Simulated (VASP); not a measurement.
As2Pt:

```xyz
12
Lattice="5.9665 0.0000 0.0000 0.0000 5.9665 0.0000 0.0000 0.0000 5.9665" Properties=species:S:1:pos:R:3 pbc="T T T"
As    2.2852    2.2852    2.2852
As    0.6981    3.6813    5.2684
As    5.2684    0.6981    3.6813
As    3.6813    5.2684    0.6981
As    3.6813    3.6813    3.6813
As    5.2684    2.2852    0.6981
As    0.6981    5.2684    2.2852
As    2.2852    0.6981    5.2684
Pt    0.0000    0.0000    0.0000
Pt    2.9832    0.0000    2.9832
Pt    2.9832    2.9832    0.0000
Pt    0.0000    2.9832    2.9832
```

* Program: VASP 6.6.1
* Task: relaxation of cell and atoms
* Functional: PBE
* Potentials or basis: VASP PAW PBE potentials, release 64 (As, Pt)
* Cutoff: 500 eV
* k mesh: 6 × 6 × 6
* Occupations: gaussian, width 0.02 eV
* Spin: no spin polarisation

At the start: pressure 7.1 GPa; volume 17.70 Å³/atom.

Q: How do energy, volume and symmetry change on relaxing?

A: Over 6 steps the energy falls by 17.5 meV/atom and the volume is 18.53 Å³/atom (+4.7 %); space group Pa-3 (No. 205, to 0.1 Å) before and after.

Step by step:
```
step  energy change (eV)  largest force (eV/Å)  pressure (GPa)  volume (Å³)
   1              0.0000                0.0035            7.07       212.40
   2              0.1662                0.1394           -7.50       237.34
   3             -0.2087                0.0589           -0.11       222.52
   4             -0.2088                0.0577            0.02       222.32
   5             -0.2095                0.0134            0.02       222.35
   6             -0.2096                0.0004            0.02       222.35
```

Final structure:
```
As Pt
1.0
     6.05827    0.00000    0.00000
     0.00000    6.05827    0.00000
     0.00000    0.00000    6.05827
As Pt
8 4
Direct
  0.38329 0.38329 0.38329
  0.11670 0.61670 0.88330
  0.88330 0.11670 0.61670
  0.61670 0.88330 0.11670
  0.61670 0.61670 0.61670
  0.88330 0.38329 0.11670
  0.11670 0.88330 0.38329
  0.38329 0.11670 0.88330
  0.00000 0.00000 0.00000
  0.50000 0.00000 0.50000
  0.50000 0.50000 0.00000
  0.00000 0.50000 0.50000
```
